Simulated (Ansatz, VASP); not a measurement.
Two plane-wave programs on SiSeF2

Contents of INCAR:

```
  ALGO = Fast
  EDIFF = 1E-7
  ENCUT = 520
  GGA = PE
  ISIF = 2
  ISMEAR = 0
  LASPH = True
  LCHARG = False
  LREAL = False
  LWAVE = False
  NBANDS = 20
  NELM = 80
  PREC = Accurate
  SIGMA = 0.1
```

Contents of KPOINTS:

```
k-points
0
Gamma
  6 6 4
```

The input POSCAR:

```
SiSeF2
1.0
    3.7646577200      0.0000000000      0.0000000000
   -1.8823288600      3.2602892200      0.0000000000
    0.0000000000      0.0000000000      6.3549964900
Si Se F
1 1 2
Direct
    0.0000000000      0.0000000000      0.0000000000
    0.0000000000      0.0000000000      0.5000000000
    0.0000000000      0.0000000000      0.7968266100
    0.0000000000      0.0000000000      0.2031733900
```

Input for Ansatz:

```yaml
crystal:
  lattice:
    - [3.76465772, 0.0, 0.0]
    - [-1.88232886, 3.26028922, 0.0]
    - [0.0, 0.0, 6.35499649]
  atoms:
    - { symbol: Si, position: [0.0, 0.0, 0.0] }
    - { symbol: Se, position: [0.0, 0.0, 0.5] }
    - { symbol: F, position: [0.0, 0.0, 0.79682661] }
    - { symbol: F, position: [0.0, 0.0, 0.20317339] }
basis:
  ecutwfc: 420
kpoints:
  mp_grid: { grid: [6, 6, 4] }
hamiltonian:
  xc: pbe
scf:
  occupations: { method: gaussian, width: 0.1 }
  lower_state_search: "off"
output:
  forces: true
  stress: true
  eigenvalues: true
```

Alike in both runs: task single point; functional PBE; k mesh 6 × 6 × 4; occupations gaussian, width 0.1 eV; no spin polarisation.

|  | VASP | Ansatz |
| --- | --- | --- |
| version | VASP 6.6.1 | Ansatz 0.2.0 |
| potentials or method | VASP PAW PBE potentials, release 64 (Si, Se, F), cutoff 520 eV | scalar-relativistic, plane waves, PAW |
| valence electrons in the cell | 24 | 34 |

```tsv
	VASP	Ansatz	Ansatz less VASP
gap on the k mesh at the Fermi level (eV)	none	none	-
rms of the force components (eV/Å)	8.860	9.174	+0.3136
```

Atom by atom the forces differ by 0.314 eV/Å (rms over components). A gap of «none» marks a metal or a gap that the smearing closes. The functional is the same, so the differences come from potentials, cutoffs and numerics. VASP's potentials hold 24 valence electrons a cell and Ansatz's 34, so a difference there can come from the potentials and not from the codes.
